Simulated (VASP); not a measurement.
Write the native input for VASP 6.6.1 that does the following.

* Task: relaxation of cell and atoms
* Functional: LDA
* Potentials or basis: VASP PAW LDA potentials, release 64 (Ga_d, As)
* Cutoff: 600 eV
* k mesh: 12 × 12 × 12
* Occupations: gaussian, width 0.01 eV
* Spin: no spin polarisation
* Target pressure: 9 GPa
* Dipole correction: no
* Further INCAR settings: ALGO = Normal; EDIFF = 1e-07; IBRION = 2; EDIFFG = -0.001; NSW = 80; ISIF = 3

The structure of GaAs lies in POSCAR:

```
GaAs
1.0
    0.0000000000      2.8015748661      2.8015748661
    2.8015748661      0.0000000000      2.8015748661
    2.8015748661      2.8015748661      0.0000000000
Ga As
1 1
Direct
    0.0000000000      0.0000000000      0.0000000000
    0.7500000000      0.7500000000      0.7500000000
```

The input as run:

INCAR

```
SYSTEM = GaAs
PREC = Accurate
ENCUT = 600
EDIFF = 1E-7
ISMEAR = 0
SIGMA = 0.01
LREAL = .FALSE.
LASPH = .TRUE.
NELM = 60
ALGO = Normal
ISIF = 3
LWAVE = .FALSE.
LCHARG = .FALSE.
IBRION = 2
NSW = 80
EDIFFG = -0.001
PSTRESS = 90.0
```

KPOINTS

```
regular mesh
0
G
  12 12 12
  0 0 0
```

Potentials or basis: VASP PAW LDA potentials, release 64 (Ga_d, As).

Run with:

```console
$ cat potpaw_LDA.64/Ga_d/POTCAR potpaw_LDA.64/As/POTCAR > POTCAR
$ mpirun -np 1 vasp_std > vasp.out
```

It gave:

```
Relaxed volume                                         : 20.04 Å³/atom
Relaxed cell                                           : a = 3.841 Å, b = 3.841 Å, c = 3.841 Å, α = 60.00°, β = 60.00°, γ = 60.00°
Space group after relaxing (to 0.05 Å)                 : F-43m (No. 216)
Energy change on relaxing (the enthalpy is what falls) : +52.2 meV/atom
Ionic steps                                            : 6
Pressure after relaxing                                : 9.0 GPa
Band gap on the k mesh                                 : 1.10 eV, indirect (least direct gap 1.27 eV)
```

Caveat: the cell is relaxed towards a set pressure, so the enthalpy falls and the energy may rise.

Run time: 53 s on 1 thread of Intel(R) Xeon(R) 6975P-C (Granite Rapids) (shared host), peak memory 0.2 GiB.
